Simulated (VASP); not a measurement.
Wanted: the native input for a VASP 6.6.1 run.

```yaml
Task: single point
Functional: PBE
Potentials_or_basis: VASP PAW PBE potentials, release 64 (Ge_d, Cr_pv)
Cutoff: 520 eV
k_mesh: 9 × 9 × 9
Occupations: fermi-dirac, width 0.1 eV
Spin: no spin polarisation
Dipole_correction: no
Further_INCAR_settings: ALGO = Normal; EDIFF = 1e-07; NBANDS = 49
```

The structure of CrGe2 lies in POSCAR:

```
CrGe2
1.0
    0.0000000000      3.7361640000      0.0000000000
    3.7361640000      0.0000000000      0.0000000000
    1.8680820000      1.8680820000     -6.1618080000
Ge Cr
4 2
Direct
    0.4160000000      0.4160000000      0.1680000000
    0.1660000000      0.6660000000      0.6680000000
    0.3340000000      0.8340000000      0.3320000000
    0.5840000000      0.5840000000      0.8320000000
    0.0000000000      0.0000000000      0.0000000000
    0.7500000000      0.2500000000      0.5000000000
```

The input as run:

INCAR

```
SYSTEM = CrGe2
PREC = Accurate ; ENCUT = 520
EDIFF = 1E-7 ; ISMEAR = -1
SIGMA = 0.1 ; LREAL = .False.
LASPH = .True. ; NELM = 100
ALGO = Normal ; ISIF = 2
LWAVE = .False. ; LCHARG = .False.
GGA = PE ; NBANDS = 49
```

KPOINTS

```
regular mesh
0
Gamma
  9 9 9
  0 0 0
```

Potentials or basis: VASP PAW PBE potentials, release 64 (Ge_d, Cr_pv).

The run is started by

```bash
$ cat potpaw_PBE.64/Ge_d/POTCAR potpaw_PBE.64/Cr_pv/POTCAR > POTCAR
$ mpirun -np 1 vasp_std > vasp.out
```

It gave:

* Pressure: 36.7 GPa
* Largest force: 1.383 eV/Å
* Band gap on the k mesh: zero (bands 40 and 41 overlap by 0.42 eV)

Caveat: the stress differs along the axes, from 26 to 58 GPa; the run has no spin polarisation, though such a crystal can be magnetic; forces of over 1 eV/Å act on the atoms, so gaps and moduli don't describe the material at rest.

Wall time 4.9 min on 1 thread of Oxide Virtual Turin-like Processor (shared host), peak memory 0.33 GiB.
